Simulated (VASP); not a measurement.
A run of VASP 6.6.1 is set up as follows.

File INCAR:

```
SYSTEM = Sb
PREC = Accurate
ENCUT = 500
EDIFF = 1E-7
ISMEAR = 1
SIGMA = 0.1
LREAL = .False.
LASPH = .True.
NELM = 120
ALGO = Normal
ISIF = 3
LWAVE = .False.
LCHARG = .False.
GGA = PE
IBRION = 2
NSW = 80
EDIFFG = -0.01
PSTRESS = 400.0
GGA_COMPAT = .False.
NELMIN = 4
```

File KPOINTS:

```
regular mesh
0
Gamma
  10 10 10
  0 0 0
```

POSCAR

```
Sb
1.0
    0.0000000000      2.3050000000      2.3050000000
    2.3050000000      0.0000000000      2.3050000000
    2.3050000000      2.3050000000      0.0000000000
Sb
1
Direct
    0.0000000000      0.0000000000      0.0000000000
```

Potentials or basis: VASP PAW PBE potentials, release 64 (Sb).

Run with:

```sh
$ cat potpaw_PBE.64/Sb/POTCAR > POTCAR
$ mpirun -np 1 vasp_std > vasp.out
```

Q: Predict the space group after relaxing (to 0.1 Å).

A: Fm-3m (No. 225).

Q: Predict the relaxed volume.

A: 19.85 Å³/atom.

The path:
```
step  energy change (eV)  largest force (eV/Å)  pressure (GPa)  volume (Å³)
   1              0.0000                0.0000            8.24        24.49
   2              9.8969                0.0000          463.20        11.00
   3              0.4220                0.0000           31.16        20.72
   4              0.5144                0.0000           35.48        20.27
   5              0.6159                0.0000           40.09        19.84
   6              0.5945                0.0000           39.13        19.93
   7              0.5959                0.0000           39.19        19.92
   8              0.6004                0.0000           39.39        19.90
   9              0.6004                0.0000           39.39        19.90
  10              0.6007                0.0000           39.40        19.90
  11              0.6011                0.0000           39.42        19.90
  12              0.6020                0.0000           39.46        19.90
  13              0.6039                0.0000           39.55        19.89
  14              0.6076                0.0000           39.71        19.88
  15              0.6150                0.0000           40.04        19.85
```

Caveat: the cell is relaxed towards a set pressure, so the run minimises the enthalpy, not the energy; the volume moved by over 15 % at a fixed basis, so the end points are rough.
